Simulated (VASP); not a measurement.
Crystal: Ga.

```
Ga
1.0
     2.29126   -3.88091    0.00000
     2.29126    3.88091    0.00000
     0.00000    0.00000    4.58353
Ga
4
Direct
  0.34510 0.65490 0.41900
  0.15490 0.84510 0.91900
  0.65490 0.34510 0.58100
  0.84510 0.15490 0.08100
```

Base run:

| Quantity | Value |
| --- | --- |
| Program | VASP 6.6.1 |
| Functional | r2SCAN |
| Potentials or basis | VASP PAW PBE potentials, release 64 (Ga_d) |
| Cutoff | 520 eV |
| k mesh | 7 × 7 × 6 |
| Occupations | fermi-dirac, width 0.05 eV |
| Spin | no spin polarisation |

Its results: band gap on the k mesh zero (band 26 reaches 4.94 eV, above the bottom of band 27 at 3.74 eV); pressure -3.2 GPa; largest force 0.131 eV/Å.

The run is repeated on the same cell with these changes: functional from r2SCAN to PBE; further incar settings from ALGO = Normal; EDIFF = 1e-07; NBANDS = 34 to ALGO = Fast; EDIFF = 1e-06; NBANDS = 34. What comes out?

Band gap on the k mesh zero (band 26 reaches 5.08 eV, above the bottom of band 27 at 3.83 eV); pressure -0.2 GPa; largest force 0.102 eV/Å.

Caveats: the PAW data sets were made with another functional, which shifts forces and pressure a little (some runs).
